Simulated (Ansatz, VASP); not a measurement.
# Zr in VASP and in Ansatz

```xyz
2
Lattice="0.0000 2.6928 5.4500 1.6061 0.0000 5.4500 1.6061 2.6928 0.0000" Properties=species:S:1:pos:R:3 pbc="T T T"
Zr    1.6061    2.6928    1.4666
Zr    1.6061    2.6928    9.4334
```

Alike in both runs: functional PBE; k mesh 20 × 20 × 20; occupations gaussian, width 0.1 eV; no spin polarisation.

Ansatz relaxed the structure, and its values are those at the end. VASP's run is a single point on that final structure, the one shown.

```csv
,VASP,Ansatz
version,VASP 6.6.1,Ansatz 0.2.0
potentials or method,"VASP PAW PBE potentials, release 64 (Zr_sv), cutoff 500 eV","scalar-relativistic, plane waves, PAW"
valence electrons in the cell,24,24
```

```tsv
	VASP	Ansatz	Ansatz less VASP
gap on the k mesh at the Fermi level (eV)	none	none	-
pressure (GPa)	0.1	0.0	-0.04
```

A gap of «none» marks a metal or a gap that the smearing closes. The functional is the same, so the differences come from potentials, cutoffs and numerics.
